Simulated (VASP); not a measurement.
Set up this calculation in VASP 6.6.1, as the native input.

- Task: single point
- Functional: PBE0
- Potentials or basis: VASP PAW PBE potentials, release 64 (Sn_d, Te)
- Cutoff: 400 eV
- k mesh: 6 × 6 × 6
- Occupations: gaussian, width 0.01 eV
- Spin: no spin polarisation
- Dipole correction: no
- Grid for exact exchange (PRECFOCK): Normal
- Further INCAR settings: ALGO = Normal; EDIFF = 1e-06; NBANDS = 17
- Share of exact exchange: 0.25

SnTe:

```
Sn Te
1.0
     0.00000    3.18935    3.18935
     3.18935    0.00000    3.18935
     3.18935    3.18935    0.00000
Sn Te
1 1
Cartesian
  0.0000 0.0000 0.0000
  3.1894 3.1894 3.1894
```

One way to write it, as run:

POSCAR

```
SnTe
1.0
    0.0000000000      3.1893545730      3.1893545730
    3.1893545730      0.0000000000      3.1893545730
    3.1893545730      3.1893545730      0.0000000000
Sn Te
1 1
Direct
    0.0000000000      0.0000000000      0.0000000000
    0.5000000000      0.5000000000      0.5000000000
```

INCAR.step1

```
PREC = Accurate
ENCUT = 400
EDIFF = 1E-5
ISMEAR = 0
SIGMA = 0.01
LREAL = False
LASPH = True
NELM = 120
ALGO = Normal
ISIF = 2
LWAVE = True
LCHARG = False
NBANDS = 17
GGA = PE
GGA_COMPAT = False
```

INCAR.step2

```
PREC = Accurate
ENCUT = 400
EDIFF = 1E-6
ISMEAR = 0
SIGMA = 0.01
LREAL = False
LASPH = True
NELM = 120
ALGO = Normal
ISIF = 2
LWAVE = False
LCHARG = False
GGA = PE
LHFCALC = True
AEXX = 0.25
PRECFOCK = Normal
NBANDS = 17
ISTART = 1
GGA_COMPAT = False
```

KPOINTS

```
Automatic mesh
0
Gamma
  6 6 6
```

Potentials or basis: VASP PAW PBE potentials, release 64 (Sn_d, Te).

Run with:

```bash
$ cat potpaw_PBE.64/Sn_d/POTCAR potpaw_PBE.64/Te/POTCAR > POTCAR
$ cp INCAR.step1 INCAR
$ mpirun -np 1 vasp_std > vasp.out
$ cp INCAR.step2 INCAR
$ mpirun -np 1 vasp_std > vasp.out
```

Results of the run:

| Item | Value |
| --- | --- |
| Pressure | -0.5 GPa |
| Band gap on the k mesh | 0.74 eV |

Caveat: the PAW data sets were made with another functional, which shifts forces and pressure a little; spin-orbit coupling is left out, which moves the levels of the heavy elements.

It took 40 min on 1 thread of Intel(R) Xeon(R) Platinum 8259CL CPU @ 2.50GHz (Skylake/Cascade Lake), with other jobs on the host, peak memory 0.19 GiB.
